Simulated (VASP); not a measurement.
Write the native input for VASP 6.6.1 that does the following.

| Property | Result |
| --- | --- |
| Task | single point |
| Functional | LDA |
| Potentials or basis | VASP PAW LDA potentials, release 64 (Se) |
| Cutoff | 500 eV |
| k mesh | 15 × 15 × 15 |
| Occupations | methfessel-paxton, width 0.001 eV |
| Spin | no spin polarisation |
| Dipole correction | no |
| Further INCAR settings | ALGO = Normal; EDIFF = 1e-06; NBANDS = 9 |

The structure of Se lies in POSCAR:

```
Se
1.0
   -1.6810373378      1.6810373378      1.6810373378
    1.6810373378     -1.6810373378      1.6810373378
    1.6810373378      1.6810373378     -1.6810373378
Se
1
Direct
    0.0000000000      0.0000000000      0.0000000000
```

This isn't the form of Se at room conditions, which is trigonal, of chains.

The input as run:

INCAR

```
SYSTEM = Se
PREC = Accurate
ENCUT = 500
EDIFF = 1E-6
ISMEAR = 1
SIGMA = 0.001
LREAL = .FALSE.
LASPH = .TRUE.
NELM = 120
ALGO = Normal
ISIF = 2
LWAVE = .FALSE.
LCHARG = .FALSE.
NBANDS = 9
GGA_COMPAT = .FALSE.
```

KPOINTS

```
Automatic mesh
0
G
  15 15 15
  0 0 0
```

Potentials or basis: VASP PAW LDA potentials, release 64 (Se).

Launch:

```bash
$ cat potpaw_LDA.64/Se/POTCAR > POTCAR
$ mpirun -np 1 vasp_std > vasp.out
```

Results of the run:

```
Pressure               : -0.1 GPa
Band gap on the k mesh : zero (bands 3 and 4 overlap by 6.72 eV)
```

Wall time 9 s on 1 thread of Intel(R) Xeon(R) Platinum 8488C (Sapphire Rapids), on a shared host, peak memory 0.13 GiB.
